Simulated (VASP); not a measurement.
Here is a VASP 6.6.1 calculation.

INCAR

```
SYSTEM = WS2
PREC     = Accurate       ! precision mode
ENCUT    = 520            ! plane-wave cutoff, eV
EDIFF    = 1E-6           ! SCF threshold, eV
ISMEAR   = 0              ! smearing method
SIGMA    = 0.01           ! smearing width, eV
LREAL    = .False.        ! projectors in reciprocal space
LASPH    = .True.         ! aspherical terms in the spheres
NELM     = 100            ! most SCF steps
ALGO     = Normal         ! electronic algorithm
ISIF     = 2              ! what is computed and relaxed
LWAVE    = .False.        ! write WAVECAR
LCHARG   = .False.        ! write CHGCAR
NBANDS   = 35             ! bands
```

File KPOINTS:

```
Automatic mesh
0
Gamma
  6 6 2
  0 0 0
```

Contents of POSCAR:

```
WS2
1.0
    3.1111892900      0.0000000000      0.0000000000
   -1.5555946450      2.6943689611      0.0000000000
    0.0000000000      0.0000000000     12.1956651213
W S
2 4
Direct
    0.3333333333      0.6666666667      0.2500000000
    0.6666666667      0.3333333333      0.7500000000
    0.3333333333      0.6666666667      0.6215353982
    0.6666666667      0.3333333333      0.1215353982
    0.3333333333      0.6666666667      0.8784646018
    0.6666666667      0.3333333333      0.3784646018
```

Potentials or basis: VASP PAW LDA potentials, release 64 (W_sv, S).

Run with:

```sh
$ cat potpaw_LDA.64/W_sv/POTCAR potpaw_LDA.64/S/POTCAR > POTCAR
$ mpirun -np 1 vasp_std > vasp.out
```

(1) Estimate the band gap on the k mesh.

(2) Estimate the pressure.

## Answers

(1) 0.87 eV, indirect (least direct gap 1.96 eV).

(2) 1.6 GPa.

Caveat: the cell differs from its parent crystal (in-plane strain -0.005); spin-orbit coupling is left out, which moves the levels of the heavy elements.
